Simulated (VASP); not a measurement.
# MgS (Niningerite) (Fm-3m) in VASP: single point with PBE

Aim: the single point of MgS (Niningerite) with PBE.

Everything below comes from runs of VASP 6.6.1. Logs are shortened: lines on timing, memory, paths and dates and some standing lists are left out, and cuts for length are marked.

### 1 The cell of the first run

It takes space group Fm-3m (No. 225, cubic). Conventional cell: a = 5.230 Å, b = 5.230 Å, c = 5.230 Å, α = 90.00°, β = 90.00°, γ = 90.00°. Mg (site symmetry m-3m) has 6 S at 2.61 Å within 3.4 Å. Within 3.4 Å of S (site symmetry m-3m) lie 6 Mg at 2.61 Å.

### 2 Single point, PBE

Contents of INCAR:

```
SYSTEM = MgS
ALGO = Normal
EDIFF = 1E-6
ENCUT = 520
GGA = PE
ISIF = 2
ISMEAR = 0
LASPH = .TRUE.
LCHARG = .FALSE.
LREAL = .FALSE.
LWAVE = .FALSE.
NBANDS = 11
NELM = 80
PREC = Accurate
SIGMA = 0.02
```

Contents of KPOINTS:

```
k-points
0
G
  8 8 8
  0 0 0
```

Contents of POSCAR:

```
MgS
1.0
    0.0000000000      2.6148576573      2.6148576573
    2.6148576573      0.0000000000      2.6148576573
    2.6148576573      2.6148576573      0.0000000000
Mg S
1 1
Direct
    0.0000000000      0.0000000000      0.0000000000
    0.5000000000      0.5000000000      0.5000000000
```

Potentials or basis: VASP PAW PBE potentials, release 64 (Mg, S).

Command:

```
$ cat potpaw_PBE.64/Mg/POTCAR potpaw_PBE.64/S/POTCAR > POTCAR
$ mpirun -np 1 vasp_std > vasp.out
```

OUTCAR:

```text
SYSTEM = MgS
   EDIFF = 1E-6
   ENCUT = 520
   GGA = PE
   ISIF = 2
   ISMEAR = 0
   LASPH = .TRUE.
   LREAL = .FALSE.
   NELM = 80
   PREC = Accurate

 ion  position               nearest neighbor table
   1  0.000  0.000  0.000-   2 2.61   2 2.61   2 2.61   2 2.61   2 2.61   2 2.61
   2  0.500  0.500  0.500-   1 2.61   1 2.61   1 2.61   1 2.61   1 2.61   1 2.61

  LATTYP: Found a face centered cubic cell.
 ALAT       =     5.2297153146

  Lattice vectors:

 A1 = (   0.0000000000,   2.6148576573,   2.6148576573)
 A2 = (   2.6148576573,   0.0000000000,   2.6148576573)
 A3 = (   2.6148576573,   2.6148576573,   0.0000000000)

Analysis of symmetry for initial positions (statically):
=====================================================================
 Subroutine PRICEL returns:
 Original cell was already a primitive cell.

 Routine SETGRP: Setting up the symmetry group for a
 face centered cubic supercell.

 Subroutine GETGRP returns: Found 48 space group operations
 (whereof 48 operations were pure point group operations)
 out of a pool of 48 trial point group operations.

The static configuration has the point symmetry O_h .

Analysis of symmetry for dynamics (positions and initial velocities):
=====================================================================
 Subroutine PRICEL returns:
 Original cell was already a primitive cell.

 Routine SETGRP: Setting up the symmetry group for a
 face centered cubic supercell.

 Subroutine GETGRP returns: Found 48 space group operations
 (whereof 48 operations were pure point group operations)
 out of a pool of 48 trial point group operations.

The dynamic configuration has the point symmetry O_h .

 Subroutine INISYM returns: Found 48 space group operations
 (whereof 48 operations are pure point group operations),
 and found     1 'primitive' translations

----------------------------------------------------------------------------------------

                                     Primitive cell

  volume of cell :      35.7581

  direct lattice vectors                    reciprocal lattice vectors
     0.000000000  2.614857657  2.614857657    -0.191214997  0.191214997  0.191214997
     2.614857657  0.000000000  2.614857657     0.191214997 -0.191214997  0.191214997
     2.614857657  2.614857657  0.000000000     0.191214997  0.191214997 -0.191214997

  length of vectors
     3.697967163  3.697967163  3.697967163     0.331194091  0.331194091  0.331194091

  position of ions in fractional coordinates (direct lattice)
     0.000000000  0.000000000  0.000000000
     0.500000000  0.500000000  0.500000000

  ion indices of the primitive-cell ions
   primitive index   ion index
                 1           1
                 2           2

----------------------------------------------------------------------------------------

 KPOINTS: k-points

Automatic generation of k-mesh.
 Grid dimensions read from file:
 generate k-points for:    8    8    8

 Generating k-lattice:

  Cartesian coordinates                     Fractional coordinates (reciprocal lattice)
    -0.023901875  0.023901875  0.023901875     0.125000000  0.000000000  0.000000000
     0.023901875 -0.023901875  0.023901875     0.000000000  0.125000000  0.000000000
     0.023901875  0.023901875 -0.023901875     0.000000000  0.000000000  0.125000000

  Length of vectors
     0.041399261  0.041399261  0.041399261

  Shift w.r.t. Gamma in fractional coordinates (k-lattice)
     0.000000000  0.000000000  0.000000000

 Subroutine IBZKPT returns following result:
 ===========================================

 Found     29 irreducible k-points:

 Following reciprocal coordinates:
            Coordinates               Weight
  0.000000  0.000000  0.000000      1.000000
  0.125000  0.000000  0.000000      8.000000
  0.250000  0.000000  0.000000      8.000000
  0.375000  0.000000  0.000000      8.000000
  0.500000  0.000000  0.000000      4.000000
  0.125000  0.125000  0.000000      6.000000
[... 16 lines left out ...]
  0.500000  0.250000  0.125000     48.000000
 -0.375000  0.250000  0.125000     24.000000
 [... further k-points ...]
   k-points           NKPTS =     29   k-points in BZ     NKDIM =     29   number of bands    NBANDS=     11
   number of dos      NEDOS =    301   number of ions     NIONS =      2
   total plane-waves  NPLWV =  21952
   dimension x,y,z NGX =    28 NGY =   28 NGZ =   28
   dimension x,y,z NGXF=    56 NGYF=   56 NGZF=   56
   ions per type =               1   1
   NGX,Y,Z   is equivalent  to a cutoff of  12.59, 12.59, 12.59 a.u.
   NGXF,Y,Z  is equivalent  to a cutoff of  25.18, 25.18, 25.18 a.u.
 SYSTEM =  MgS
   PREC   = accura    normal or accurate (medium, high low for compatibility)
   ISTART =      0    job   : 0-new  1-cont  2-samecut
   ICHARG =      2    charge: 1-file 2-atom 10-const
   ISPIN  =      1    spin polarized calculation?
   LNONCOLLINEAR =      F non collinear calculations
   LSORBIT =      F    spin-orbit coupling
   LASPH  =      T    aspherical Exc in radial PAW
   ENCUT  =  520.0 eV  38.22 Ry    6.18 a.u.   6.88  6.88  6.88*2*pi/ulx,y,z
   NELM   =     80;   NELMIN=  2; NELMDL= -5     # of ELM steps
   EDIFF  = 0.1E-05   stopping-criterion for ELM
   LREAL  =      F    real-space projection
   EDIFFG = 0.1E-04   stopping-criterion for IOM
   NSW    =      0    number of steps for IOM
   IBRION =     -1    ionic relax: 0-MD 1-quasi-New 2-CG
   NFREE  =      0    steps in history (QN), initial steepest desc. (CG)
   ISIF   =      2    stress and relaxation
   ISYM   =      2    0-nonsym 1-usesym 2-fastsym
   POTIM  = 0.5000    time-step for ionic-motion
   TEBEG  =    0.0;   TEEND  =   0.0 temperature during run
   PSTRESS=    0.0 pullay stress
   NELECT =       8.0000    total number of electrons
   NUPDOWN=      -1.0000    fix difference up-down
   EMIN   =  10.00;   EMAX   =-10.00  energy-range for DOS
   EFERMI =   0.00;   METHOD = LEGACY
   ISMEAR =     0;   SIGMA  =   0.02  broadening in eV -4-tet -1-fermi 0-gaus
   EFERMI_NEDOS =   21; number of points for ismear=-14 and -15
   IALGO  =     38    algorithm
   IMIX   =      4    mixing-type and parameters
     AMIX     =   0.40;   BMIX     =  1.00
     AMIX_MAG =   1.60;   BMIX_MAG =  1.00
  volume/ion in A,a.u.               =      17.88       120.65
  Fermi-wavevector in a.u.,A,eV,Ry     =   0.993833  1.878072 13.438531  0.987704
  Thomas-Fermi vector in A             =   2.125742
   LORBIT       =      0    0 simple, 1 ext, 2 COOP (PROOUT), +10 PAW based schemes
   GGA     = PE    functional components
   LHFCALC =     F    Hartree Fock is set to
   AEXX    =    0.0000 exact exchange contribution
   IVDW    =     0    specifies the selected vdW correction
   LEPSILON=     F    determine dielectric tensor
   LRPA    =     F    only Hartree local field effects (RPA)
 non-spin polarized calculation
 Gauss-broadening in eV      SIGMA  =   0.02
  energy-cutoff  :      520.00
  volume of cell :       35.76
 maximum number of plane-waves:       982
   NGX = 13   NGY = 13   NGZ = 13

 number of electron       8.0000000 magnetization

 Free energy of the ion-electron system (eV)
  ---------------------------------------------------
  ext. energy  EPLUGINS =         0.00000000
  ---------------------------------------------------
  free energy    TOTEN  =        -8.50292133 eV

  energy without entropy =       -8.50292133  energy(sigma->0) =       -8.50292133

 E-fermi :   3.7606     XC(G=0):  -9.6257

 val. band max:        3.5909175883   @ k =   0.0000   0.0000   0.0000
 cond. band min:       6.3331016384   @ k =   0.5000   0.5000   0.0000
 fundamental gap:      2.7421840501
 Fermi energy:         3.7606436149

 k-point     1 :       0.0000    0.0000    0.0000
  band No.  band energies     occupation
      1      -8.9905      2.00000
      2       3.5909      2.00000
      3       3.5909      2.00000
      4       3.5909      2.00000
      5       7.1822      0.00000
      6      11.5545      0.00000
      7      11.5545      0.00000
      8      11.5545      0.00000
      9      13.9233      0.00000
     10      13.9233      0.00000
     11      16.0927      0.00000

 k-point     2 :       0.1250    0.0000    0.0000
  band No.  band energies     occupation
      1      -8.8431      2.00000
      2       2.5531      2.00000
      3       3.4932      2.00000
      4       3.4932      2.00000
      5       7.9903      0.00000
      6      11.2243      0.00000
      7      11.7943      0.00000
      8      11.7943      0.00000
      9      13.2774      0.00000
     10      13.2774      0.00000
     11      16.1736      0.00000

 k-point     3 :       0.2500    0.0000    0.0000
  band No.  band energies     occupation
      1      -8.4454      2.00000
      2       0.8219      2.00000
      3       3.2796      2.00000
      4       3.2796      2.00000
      5       8.4925      0.00000
      6      11.3937      0.00000
      7      11.3937      0.00000
      8      11.8096      0.00000
      9      13.8546      0.00000
     10      13.8546      0.00000
     11      15.3781      0.00000

 k-point     4 :       0.3750    0.0000    0.0000
  band No.  band energies     occupation
      1      -7.9622      2.00000
      2      -0.5929      2.00000
      3       3.0911      2.00000
      4       3.0911      2.00000
      5       8.2502      0.00000
      6      10.7260      0.00000
      7      10.7260      0.00000
      8      13.1952      0.00000
      9      15.1072      0.00000
     10      15.7946      0.00000
     11      15.7946      0.00000

 k-point     5 :       0.5000    0.0000    0.0000
  band No.  band energies     occupation
      1      -7.7236      2.00000
      2      -1.1580      2.00000
      3       3.0189      2.00000
      4       3.0189      2.00000
      5       8.1170      0.00000
      6      10.4798      0.00000
      7      10.4798      0.00000
      8      13.5378      0.00000
      9      15.6613      0.00000
     10      17.9185      0.00000
     11      17.9185      0.00000
[... 211 lines left out ...]
 k-point    21 :       0.5000    0.5000    0.0000
  band No.  band energies     occupation
      1      -7.3643      2.00000
      2      -0.5228      2.00000
      3       1.9425      2.00000
      4       1.9425      2.00000
      5       6.3331      0.00000
      6       8.0317      0.00000
      7      15.4455      0.00000
      8      16.3665      0.00000
      9      16.8063      0.00000
     10      16.8063      0.00000
     11      19.3633      0.00000

 k-point    22 :       0.3750    0.2500    0.1250
  band No.  band energies     occupation
      1      -8.1348      2.00000
      2       0.5624      2.00000
      3       2.1711      2.00000
      4       2.9343      2.00000
      5       9.3143      0.00000
      6      10.0957      0.00000
      7      10.6302      0.00000
      8      12.7197      0.00000
      9      13.6854      0.00000
     10      16.4933      0.00000
     11      18.3503      0.00000

 k-point    23 :       0.5000    0.2500    0.1250
  band No.  band energies     occupation
      1      -7.7277      2.00000
      2      -0.2569      2.00000
      3       1.6430      2.00000
      4       2.6279      2.00000
      5       9.1667      0.00000
      6       9.9510      0.00000
      7      11.3687      0.00000
      8      12.5154      0.00000
      9      15.1764      0.00000
     10      17.7610      0.00000
     11      18.3775      0.00000

 k-point    24 :      -0.3750    0.2500    0.1250
  band No.  band energies     occupation
      1      -7.5339      2.00000
      2      -0.6378      2.00000
      3       1.5015      2.00000
      4       2.4696      2.00000
      5       9.1235      0.00000
      6       9.6682      0.00000
      7      11.9597      0.00000
      8      12.9361      0.00000
      9      15.7900      0.00000
     10      16.7597      0.00000
     11      19.0580      0.00000

 [... further k-points ...]
[... 5 lines left out ...]
  --------------------------------------------------------------------------------------
  -------------------------------------------------------------------------------------
  Total       -0.0654474     -0.0654474     -0.0654474      0.0000000      0.0000000      0.0000000
  in kB       -2.9324369     -2.9324369     -2.9324369      0.0000000      0.0000000      0.0000000
  external PRESSURE =      -2.9324369 kB  Pullay stress =       0.0000000 kB

 VOLUME and BASIS-vectors are now :
 -----------------------------------------------------------------------------
  energy-cutoff  :      520.00
  volume of cell :       35.76
      direct lattice vectors                 reciprocal lattice vectors
     0.000000000  2.614857657  2.614857657    -0.191214997  0.191214997  0.191214997
     2.614857657  0.000000000  2.614857657     0.191214997 -0.191214997  0.191214997
     2.614857657  2.614857657  0.000000000     0.191214997  0.191214997 -0.191214997

 POSITION                                       TOTAL-FORCE (eV/Angst)
 -----------------------------------------------------------------------------------
      0.00000      0.00000      0.00000         0.000000      0.000000      0.000000
      2.61486      2.61486      2.61486        -0.000000     -0.000000     -0.000000
 -----------------------------------------------------------------------------------
    total drift:                                0.000000      0.000000      0.000000

  FREE ENERGIE OF THE ION-ELECTRON SYSTEM (eV)
  ---------------------------------------------------
  free  energy   TOTEN  =        -8.5029213340 eV

  energy  without entropy=       -8.5029213340  energy(sigma->0) =       -8.50292133
```

Wall time 16 s (1 thread of AMD EPYC 7R43 (Zen 3), shared host); peak memory 0.12 GiB.

Results:

```yaml
Free_energy: -8.5029 eV
Pressure: -0.3 GPa
Band_gap_on_the_k_mesh: 2.74 eV, indirect (least direct gap 3.59 eV)
```
